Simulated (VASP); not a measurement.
## Mg3Zr: single point with LDA

Mg3Zr:

```
CELL_PARAMETERS angstrom
4.47892 0.00000 0.00000
0.00000 4.47892 0.00000
0.00000 0.00000 4.47892
ATOMIC_POSITIONS crystal
Mg 0.50000 0.50000 0.00000
Mg 0.50000 0.00000 0.50000
Mg 0.00000 0.50000 0.50000
Zr 0.00000 0.00000 0.00000
```

| Quantity | Value |
| --- | --- |
| Program | VASP 6.6.1 |
| Task | single point |
| Functional | LDA |
| Potentials or basis | VASP PAW LDA potentials, release 64 (Mg, Zr_sv) |
| Cutoff | 520 eV |
| k mesh | 5 × 5 × 5 |
| Occupations | gaussian, width 0.1 eV |
| Spin | no spin polarisation |

| Property | Result |
| --- | --- |
| Pressure | -4.3 GPa |
| Band gap on the k mesh | zero (bands 9 and 10 overlap by 1.26 eV) |

Levels at points of the mesh, in eV from the Fermi level:
| k point | band 5 | band 6 | band 7 | band 8 | band 9 | band 10 | band 11 | band 12 |
| --- | --- | --- | --- | --- | --- | --- | --- | --- |
| (0.00, 0.00, 0.00) | -6.33 | -1.17 | -1.17 | 0.78 | 0.78 | 0.78 | 1.03 | 1.03 |

Wall time 24 s on 1 thread of Intel Xeon 8259CL, with other jobs on the host, peak memory 0.17 GiB.

Caveat: the cell stands under tension.
